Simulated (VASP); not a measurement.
# Cs2AgBiBr6 (Fm-3m) in VASP: further runs

Aim: see how the results for Cs2AgBiBr6 move with the level of theory and the settings. Levels: PBE, r2SCAN. Tasks: electric field gradients.

All numbers are computed with VASP 6.6.1; they aren't measurements. Logs are shortened: lines on timing, memory, paths and dates and some standing lists are left out, and cuts for length are marked.

### Step 1. The cell of the first run

It takes space group Fm-3m (No. 225, cubic). The conventional cell has a = 11.232 Å, b = 11.232 Å, c = 11.232 Å, α = 90.00°, β = 90.00°, γ = 90.00°. Cs (site symmetry -43m) has 12 Br at 3.97 Å and 4 Ag at 4.86 Å and 4 Bi at 4.86 Å within 5.2 Å. Ag (site symmetry m-3m) has 6 Br at 2.80 Å within 3.7 Å. Bi (site symmetry m-3m) has 6 Br at 2.81 Å within 3.7 Å. Within 3.7 Å of Br (site symmetry 4mm) lie 1 Ag at 2.80 Å and 1 Bi at 2.81 Å.

### Step 2. Electric field gradients, PBE

Contents of INCAR:

```
SYSTEM = Cs2AgBiBr6
PREC     = Accurate       ! precision mode
ENCUT    = 520            ! plane-wave cutoff, eV
EDIFF    = 1E-8           ! SCF threshold, eV
ISMEAR   = -1             ! smearing method
SIGMA    = 0.02           ! smearing width, eV
LREAL    = .False.        ! projectors in reciprocal space
LASPH    = .True.         ! aspherical terms in the spheres
NELM     = 80             ! most SCF steps
ALGO     = Normal         ! electronic algorithm
ISIF     = 2              ! what is computed and relaxed
LWAVE    = .False.        ! write WAVECAR
LCHARG   = .False.        ! write CHGCAR
GGA      = PE             ! functional
LEFG     = .True.       
NBANDS   = 54             ! bands
```

Contents of KPOINTS:

```
Automatic mesh
0
Gamma
  5 5 5
  0 0 0
```

Contents of POSCAR:

```
Cs2AgBiBr6
1.0
    0.0000000000      5.6161000000      5.6161000000
    5.6161000000      0.0000000000      5.6161000000
    5.6161000000      5.6161000000      0.0000000000
Cs Ag Bi Br
2 1 1 6
Direct
    0.2500000000      0.2500000000      0.2500000000
    0.7500000000      0.7500000000      0.7500000000
    0.5000000000      0.5000000000      0.5000000000
    0.0000000000      0.0000000000      0.0000000000
    0.2505500000      0.7494500000      0.2505500000
    0.2505500000      0.7494500000      0.7494500000
    0.7494500000      0.2505500000      0.7494500000
    0.7494500000      0.2505500000      0.2505500000
    0.2505500000      0.2505500000      0.7494500000
    0.7494500000      0.7494500000      0.2505500000
```

Potentials or basis: VASP PAW PBE potentials, release 64 (Cs_sv, Ag, Bi_d, Br).

Command:

```console
$ cat potpaw_PBE.64/Cs_sv/POTCAR potpaw_PBE.64/Ag/POTCAR potpaw_PBE.64/Bi_d/POTCAR potpaw_PBE.64/Br/POTCAR > POTCAR
$ mpirun -np 1 vasp_std > vasp.out
```

OUTCAR:

```text
SYSTEM = Cs2AgBiBr6
   PREC = Accurate
   ENCUT = 520
   EDIFF = 1E-8
   ISMEAR = -1
   LREAL = .False.
   LASPH = .True.
   NELM = 80
   ISIF = 2
   GGA = PE

 ion  position               nearest neighbor table
   1  0.250  0.250  0.250-
   2  0.750  0.750  0.750-
   3  0.500  0.500  0.500-   5 2.80   6 2.80   7 2.80   8 2.80   9 2.80  10 2.80
   4  0.000  0.000  0.000-   5 2.81   6 2.81   7 2.81   8 2.81   9 2.81  10 2.81
   5  0.251  0.749  0.251-   3 2.80   4 2.81
   6  0.251  0.749  0.749-   3 2.80   4 2.81
   7  0.749  0.251  0.749-   3 2.80   4 2.81
   8  0.749  0.251  0.251-   3 2.80   4 2.81
   9  0.251  0.251  0.749-   3 2.80   4 2.81
  10  0.749  0.749  0.251-   3 2.80   4 2.81

  LATTYP: Found a face centered cubic cell.
 ALAT       =    11.2322000000

  Lattice vectors:

 A1 = (   0.0000000000,   5.6161000000,   5.6161000000)
 A2 = (   5.6161000000,   0.0000000000,   5.6161000000)
 A3 = (   5.6161000000,   5.6161000000,   0.0000000000)

Analysis of symmetry for initial positions (statically):
=====================================================================
 Subroutine PRICEL returns:
 Original cell was already a primitive cell.

 Routine SETGRP: Setting up the symmetry group for a
 face centered cubic supercell.

 Subroutine GETGRP returns: Found 48 space group operations
 (whereof 48 operations were pure point group operations)
 out of a pool of 48 trial point group operations.

The static configuration has the point symmetry O_h .

Analysis of symmetry for dynamics (positions and initial velocities):
=====================================================================
 Subroutine PRICEL returns:
 Original cell was already a primitive cell.

 Routine SETGRP: Setting up the symmetry group for a
 face centered cubic supercell.

 Subroutine GETGRP returns: Found 48 space group operations
 (whereof 48 operations were pure point group operations)
 out of a pool of 48 trial point group operations.

The dynamic configuration has the point symmetry O_h .

 Subroutine INISYM returns: Found 48 space group operations
 (whereof 48 operations are pure point group operations),
 and found     1 'primitive' translations

----------------------------------------------------------------------------------------

                                     Primitive cell

  volume of cell :     354.2701

  direct lattice vectors                    reciprocal lattice vectors
     0.000000000  5.616100000  5.616100000    -0.089029754  0.089029754  0.089029754
     5.616100000  0.000000000  5.616100000     0.089029754 -0.089029754  0.089029754
     5.616100000  5.616100000  0.000000000     0.089029754  0.089029754 -0.089029754

  length of vectors
     7.942364788  7.942364788  7.942364788     0.154204057  0.154204057  0.154204057

  position of ions in fractional coordinates (direct lattice)
     0.250000000  0.250000000  0.250000000
     0.750000000  0.750000000  0.750000000
     0.500000000  0.500000000  0.500000000
     0.000000000  0.000000000  0.000000000
     0.250550000  0.749450000  0.250550000
     0.250550000  0.749450000  0.749450000
     0.749450000  0.250550000  0.749450000
     0.749450000  0.250550000  0.250550000
     0.250550000  0.250550000  0.749450000
     0.749450000  0.749450000  0.250550000

  ion indices of the primitive-cell ions
   primitive index   ion index
                 1           1
                 2           2
                 3           3
                 4           4
                 5           5
                 6           6
                 7           7
                 8           8
                 9           9
                10          10

----------------------------------------------------------------------------------------
[... 65 lines left out ...]
   PSTRESS=    0.0 pullay stress
   NELECT =      86.0000    total number of electrons
   NUPDOWN=      -1.0000    fix difference up-down
   EMIN   =  10.00;   EMAX   =-10.00  energy-range for DOS
   EFERMI =   0.00;   METHOD = LEGACY
   ISMEAR =    -1;   SIGMA  =   0.02  broadening in eV -4-tet -1-fermi 0-gaus
   EFERMI_NEDOS =   21; number of points for ismear=-14 and -15
   IALGO  =     38    algorithm
   IMIX   =      4    mixing-type and parameters
     AMIX     =   0.40;   BMIX     =  1.00
     AMIX_MAG =   1.60;   BMIX_MAG =  1.00
  volume/ion in A,a.u.               =      35.43       239.07
  Fermi-wavevector in a.u.,A,eV,Ry     =   1.021244  1.929871 14.190049  1.042939
  Thomas-Fermi vector in A             =   2.154858
   LORBIT       =      0    0 simple, 1 ext, 2 COOP (PROOUT), +10 PAW based schemes
   GGA     = PE    functional components
   LHFCALC =     F    Hartree Fock is set to
   AEXX    =    0.0000 exact exchange contribution
   IVDW    =     0    specifies the selected vdW correction
   LEPSILON=     F    determine dielectric tensor
   LRPA    =     F    only Hartree local field effects (RPA)
 non-spin polarized calculation
  energy-cutoff  :      520.00
  volume of cell :      354.27
 maximum number of plane-waves:      9577
   NGX = 29   NGY = 29   NGZ = 29

 number of electron      86.0000013 magnetization

 Free energy of the ion-electron system (eV)
  ---------------------------------------------------
  ext. energy  EPLUGINS =         0.00000000
  ---------------------------------------------------
  free energy    TOTEN  =       -29.47856732 eV

  energy without entropy =      -29.47856732  energy(sigma->0) =      -29.47856732

 E-fermi :   1.8326     XC(G=0):  -8.1654

 val. band max:        1.3095684152   @ k =  -0.4000   0.4000   0.0000
 cond. band min:       2.8127746324   @ k =   0.4000   0.0000   0.0000
 fundamental gap:      1.5032062171
 Fermi energy:         1.8326437643

 k-point     1 :       0.0000    0.0000    0.0000
  band No.  band energies     occupation
      1     -21.6665      2.00000
      2     -21.6665      2.00000
      3     -21.6248      2.00000
      4     -21.6248      2.00000
      5     -21.6248      2.00000
      6     -19.3629      2.00000
[... 559 lines left out ...]
     53       7.5321      0.00000
     54       7.6112      0.00000

------------------------ aborting loop because EDIFF is reached ----------------------------------------

  FORCE on cell =-STRESS in cart. coord.  units (eV):
  Direction    XX          YY          ZZ          XY          YZ          ZX
  --------------------------------------------------------------------------------------
  -------------------------------------------------------------------------------------
  Total        4.1124752      4.1124752      4.1124752      0.0000000      0.0000000     -0.0000000
  in kB       18.5985626     18.5985626     18.5985626      0.0000000      0.0000000     -0.0000000
  external PRESSURE =      18.5985626 kB  Pullay stress =       0.0000000 kB

 VOLUME and BASIS-vectors are now :
 -----------------------------------------------------------------------------
  energy-cutoff  :      520.00
  volume of cell :      354.27
      direct lattice vectors                 reciprocal lattice vectors
     0.000000000  5.616100000  5.616100000    -0.089029754  0.089029754  0.089029754
     5.616100000  0.000000000  5.616100000     0.089029754 -0.089029754  0.089029754
     5.616100000  5.616100000  0.000000000     0.089029754  0.089029754 -0.089029754

 POSITION                                       TOTAL-FORCE (eV/Angst)
 -----------------------------------------------------------------------------------
      2.80805      2.80805      2.80805         0.000000      0.000000     -0.000000
      8.42415      8.42415      8.42415         0.000000      0.000000      0.000000
      5.61610      5.61610      5.61610         0.000000      0.000000      0.000000
      0.00000      0.00000      0.00000         0.000000      0.000000      0.000000
      5.61610      2.81423      5.61610         0.000000      0.295771      0.000000
      8.41797      5.61610      5.61610        -0.295771      0.000000      0.000000
      5.61610      8.41797      5.61610         0.000000     -0.295771      0.000000
      2.81423      5.61610      5.61610         0.295771      0.000000      0.000000
      5.61610      5.61610      2.81423         0.000000      0.000000      0.295771
      5.61610      5.61610      8.41797         0.000000      0.000000     -0.295771
 -----------------------------------------------------------------------------------
    total drift:                                0.000000      0.000000     -0.000000

  FREE ENERGIE OF THE ION-ELECTRON SYSTEM (eV)
  ---------------------------------------------------
  free  energy   TOTEN  =       -29.4785673197 eV

  energy  without entropy=      -29.4785673197  energy(sigma->0) =      -29.47856732

 Electric field gradients (V/A^2)
---------------------------------------------------------------------
 ion       V_xx      V_yy      V_zz      V_xy      V_xz      V_yz
---------------------------------------------------------------------
   1      -0.000     0.000    -0.000    -0.000    -0.000    -0.000
   2      -0.000    -0.000    -0.000    -0.000    -0.000    -0.000
   3      -0.000     0.000     0.000     0.001     0.001     0.001
   4       0.000     0.000     0.000     0.002     0.002     0.002
   5    -139.317   278.633  -139.317     0.000     0.000     0.000
   6     278.633  -139.317  -139.317     0.000     0.000     0.000
   7    -139.317   278.633  -139.317     0.000     0.000     0.000
   8     278.633  -139.317  -139.317     0.000     0.000     0.000
   9    -139.317  -139.317   278.633     0.000     0.000     0.000
  10    -139.317  -139.317   278.633     0.000     0.000     0.000
---------------------------------------------------------------------

 Electric field gradients after diagonalization (V/A^2)
 (convention: |V_zz| > |V_xx| > |V_yy|)
----------------------------------------------------------------------
 ion       V_xx      V_yy      V_zz     asymmetry (V_yy - V_xx)/ V_zz
----------------------------------------------------------------------
   1       0.000     0.000    -0.000       0.000
   2       0.000     0.000    -0.000       0.000
   3      -0.001    -0.001     0.001       0.000
   4      -0.002    -0.002     0.004       0.000
   5    -139.317  -139.316   278.633       0.000
   6    -139.317  -139.316   278.633       0.000
   7    -139.317  -139.316   278.633       0.000
   8    -139.317  -139.316   278.633       0.000
   9    -139.317  -139.316   278.633       0.000
  10    -139.317  -139.316   278.633       0.000
----------------------------------------------------------------------

           NMR quadrupolar parameters

 Cq : quadrupolar parameter    Cq=e*Q*V_zz/h
 eta: asymmetry parameters     (V_yy - V_xx)/ V_zz
 Q  : nuclear electric quadrupole moment in mb (millibarn)
----------------------------------------------------------------------
 ion       Cq(MHz)       eta       Q (mb)
----------------------------------------------------------------------
   1      -0.000       0.000       1.000
   2      -0.000       0.000       1.000
   3       0.000       0.000       1.000
   4       0.000       0.000       1.000
   5       0.674       0.000       1.000
   6       0.674       0.000       1.000
   7       0.674       0.000       1.000
   8       0.674       0.000       1.000
   9       0.674       0.000       1.000
  10       0.674       0.000       1.000
----------------------------------------------------------------------
```

It took 7.7 min on 1 thread of Intel Xeon Platinum 8259CL at 2.50GHz (Skylake/Cascade Lake), shared host; peak memory 0.61 GiB.

Results:

```yaml
Free_energy: -29.4786 eV
Pressure: 1.9 GPa
Largest_force: 0.296 eV/Å
Band_gap_on_the_k_mesh: 1.50 eV (least direct gap 2.40 eV)
Largest_electric_field_gradient_by_atom: Cs +0.0; Ag -0.0; Bi +0.0; Br +278.6 V/Å²
```

Forces in eV/Å, atoms in the order of the input:
```
Cs   0.000  0.000  0.000
Cs   0.000  0.000  0.000
Ag   0.000  0.000  0.000
Bi   0.000  0.000  0.000
Br   0.000  0.296  0.000
Br  -0.296  0.000  0.000
Br   0.000 -0.296  0.000
Br   0.296  0.000  0.000
Br   0.000  0.000  0.296
Br   0.000  0.000 -0.296
```

Levels at points of the mesh, in eV from the valence-band top:
```
           k point  band 40  band 41  band 42  band 43  band 44  band 45  band 46  band 47
(0.00, 0.00, 0.00)    -1.11    -1.11    -0.57    -0.57     2.45     2.45     2.45     3.74
```

Electric field gradients, principal values (V/Å²):
| atom | least | middle | greatest (by size) |
| --- | --- | --- | --- |
| 1 Cs | 0.000 | 0.000 | 0.000 |
| 2 Cs | 0.000 | 0.000 | 0.000 |
| 3 Ag | -0.001 | -0.001 | 0.001 |
| 4 Bi | -0.002 | -0.002 | 0.004 |
| 5 Br | -139.316 | -139.317 | 278.633 |
| 6 Br | -139.316 | -139.317 | 278.633 |
| 7 Br | -139.316 | -139.317 | 278.633 |
| 8 Br | -139.316 | -139.317 | 278.633 |
| 9 Br | -139.316 | -139.317 | 278.633 |
| 10 Br | -139.316 | -139.317 | 278.633 |

Caveat: without QUAD_EFG the Cq values of the log hold for a quadrupole moment of 1 mb, not for the nuclei; spin-orbit coupling is left out, which moves the levels of the heavy elements; an odd mesh through Γ misses points on the zone boundary, where band edges can lie.

(Continued in part 2 of 2.)
